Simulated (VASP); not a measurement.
MnHg: single point with PBE

MnHg:

```
CELL_PARAMETERS angstrom
3.14561 0.00000 0.00000
0.00000 3.14561 0.00000
0.00000 0.00000 3.14943
ATOMIC_POSITIONS crystal
Mn 0.50000 0.50000 0.50000
Hg 0.00000 0.00000 0.00000
```

```json
{"Program": "VASP 6.6.1", "Task": "single point", "Functional": "PBE", "Potentials or basis": "VASP PAW PBE potentials, release 64 (Mn_sv, Hg_sv_GW)", "Cutoff": "680 eV", "k mesh": "12 × 12 × 12", "Occupations": "gaussian, width 0.1 eV", "Spin": "no spin polarisation"}
```

```
Pressure               : -0.4 GPa
Band gap on the k mesh : zero (an odd number of electrons rules out a gap without spin polarisation)
```

Levels at points of the mesh, in eV from the Fermi level:
```tsv
k point	band 14	band 15	band 16	band 17	band 18	band 19	band 20	band 21	band 22	band 23
(0.00, 0.00, 0.00)	-6.91	-0.86	-0.86	0.34	0.34	0.34	6.21	6.24	6.24	12.03
(0.50, 0.00, 0.00)	-4.79	-4.47	-1.44	-0.77	-0.76	0.03	0.91	12.23	12.26	13.25
(0.50, 0.50, 0.00)	-3.41	-1.19	-1.19	-0.54	0.28	0.28	0.56	3.12	5.41	12.97
(0.00, 0.00, 0.50)	-4.79	-4.48	-1.44	-0.76	-0.76	0.03	0.90	12.25	12.25	13.26
(0.50, 0.00, 0.50)	-3.42	-1.20	-1.20	-0.55	0.28	0.28	0.55	3.12	5.40	12.98
(0.50, 0.50, 0.50)	-2.43	-2.43	-2.43	0.59	0.59	1.83	6.00	6.00	6.01	6.75
```

It took 94 s on 1 thread of Intel(R) Xeon(R) Platinum 8559C (Emerald Rapids) (shared host), peak memory 0.37 GiB.

Caveat: spin-orbit coupling is left out, which moves the levels of the heavy elements; the run has no spin polarisation, though such a crystal can be magnetic. Spin polarisation is off, so any magnetic state and its effect on volume and gap are missing.
